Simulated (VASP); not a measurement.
Ge, 2 atoms in the cell. The structure is tetragonal, space group I4_1/amd (No. 141). Conventional cell: a = 5.149 Å, b = 5.149 Å, c = 2.795 Å, α = 90.00°, β = 90.00°, γ = 90.00°. Ge (site symmetry -4m2) has 10 Ge at 2.67 to 3.32 Å within 3.5 Å. 

| Quantity | Value |
| --- | --- |
| Program | VASP 6.6.1 |
| Task | single point |
| Functional | PBE |
| Potentials or basis | VASP PAW PBE potentials, release 64 (Ge_d) |
| Cutoff | 520 eV |
| k mesh | 8 × 8 × 8 |
| Occupations | fermi-dirac, width 0.05 eV |
| Spin | non-collinear spin, zero start, spin-orbit coupling |
| Starting moments | [[0.0, 0.0, 0.0], [0.0, 0.0, 0.0]] μB |
| Dipole correction | no |
| Further INCAR settings | ALGO = Normal; EDIFF = 1e-07; NBANDS = 40 |

Potentials or basis: VASP PAW PBE potentials, release 64 (Ge_d).

Launch:

```sh
$ cat potpaw_PBE.64/Ge_d/POTCAR > POTCAR
$ mpirun -np 1 vasp_ncl > vasp.out
```

Hardware: 1 thread of Intel Xeon 6975P-C (shared host).

**Question.** How long does it take, and how much memory?

**Answer.** Wall time 4.4 min on 1 thread of Intel Xeon 6975P-C, on a shared host, peak memory 0.34 GiB. Counts: scf iterations 14, k points 59.
